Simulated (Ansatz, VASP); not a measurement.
Two plane-wave programs on C

The input INCAR:

```
PREC = Accurate ; ENCUT = 520
EDIFF = 1E-6 ; ISMEAR = 0
SIGMA = 0.05 ; LREAL = Auto
LASPH = True ; NELM = 100
ALGO = Normal ; ISIF = 2
LWAVE = False ; LCHARG = False
GGA = PS ; NBANDS = 43
```

Contents of KPOINTS:

```
regular mesh
0
Gamma
  6 6 6
```

The input POSCAR:

```
C
1.0
    0.0000000000      3.5537981836     -3.5537981836
   -3.5537981836      0.0000000000     -3.5537981836
   -3.5537981836      3.5537981836      0.0000000000
C
15
Direct
    0.2500000000      0.7500000000      0.2500000000
    0.7500000000      0.2500000000      0.2500000000
    0.2500000000      0.2500000000      0.2500000000
    0.7500000000      0.7500000000      0.7500000000
    0.2500000000      0.7500000000      0.7500000000
    0.7500000000      0.2500000000      0.7500000000
    0.2500000000      0.2500000000      0.7500000000
    0.8750000000      0.3750000000      0.3750000000
    0.3750000000      0.3750000000      0.3750000000
    0.8392715931      0.8392715931      0.3995818137
    0.3750000000      0.8750000000      0.3750000000
    0.8750000000      0.3750000000      0.8750000000
    0.3750000000      0.3750000000      0.8750000000
    0.8750000000      0.8750000000      0.8750000000
    0.3750000000      0.8750000000      0.8750000000
```

Input for Ansatz:

```yaml
crystal:
  lattice:
    - [0.0, 3.5537981836, -3.5537981836]
    - [-3.5537981836, 0.0, -3.5537981836]
    - [-3.5537981836, 3.5537981836, 0.0]
  atoms:
    - { symbol: C, position: [0.25, 0.75, 0.25] }
    - { symbol: C, position: [0.75, 0.25, 0.25] }
    - { symbol: C, position: [0.25, 0.25, 0.25] }
    - { symbol: C, position: [0.75, 0.75, 0.75] }
    - { symbol: C, position: [0.25, 0.75, 0.75] }
    - { symbol: C, position: [0.75, 0.25, 0.75] }
    - { symbol: C, position: [0.25, 0.25, 0.75] }
    - { symbol: C, position: [0.875, 0.375, 0.375] }
    - { symbol: C, position: [0.375, 0.375, 0.375] }
    - { symbol: C, position: [0.8392715931, 0.8392715931, 0.3995818137] }
    - { symbol: C, position: [0.375, 0.875, 0.375] }
    - { symbol: C, position: [0.875, 0.375, 0.875] }
    - { symbol: C, position: [0.375, 0.375, 0.875] }
    - { symbol: C, position: [0.875, 0.875, 0.875] }
    - { symbol: C, position: [0.375, 0.875, 0.875] }
basis:
  ecutwfc: 420
kpoints:
  mp_grid: { grid: [6, 6, 6] }
hamiltonian:
  xc: pbesol
  pseudopotentials: { kind: paw, azcp: { folder: soft_1 } }
scf:
  occupations: { method: gaussian, width: 0.05 }
output:
  forces: true
  stress: true
  eigenvalues: true
  write_density: true
  write_potential: true
  elf: true
  volumetric_format: npy
```

Change from the starting cell: C vacancy; atom 10 moved 0.125 of the way to it and +0.175 Å across, host rigid.

Alike in both runs: task single point; functional PBEsol; k mesh 6 × 6 × 6; occupations gaussian, width 0.05 eV; no spin polarisation.

|  | VASP | Ansatz |
| --- | --- | --- |
| version | VASP 6.6.1 | Ansatz 0.2.0 |
| potentials or method | VASP PAW PBE potentials, release 64 (C), cutoff 520 eV | scalar-relativistic, plane waves, PAW |
| valence electrons in the cell | 60 | 60 |

```csv
,VASP,Ansatz,Ansatz less VASP
gap on the k mesh at the Fermi level (eV),none,none,-
pressure (GPa),-6.8,-7.9,-1.06
"traceless stress, the component that is largest in VASP (GPa)",-6.23,-6.20,+0.027
rms of the force components (eV/Å),1.473,1.477,+0.0041
```

VASP's potentials were made for PBE, not for PBEsol, and Ansatz warns of the same on its side. Atom by atom the forces differ by 0.015 eV/Å (rms over components). A gap of «none» marks a metal or a gap that the smearing closes.
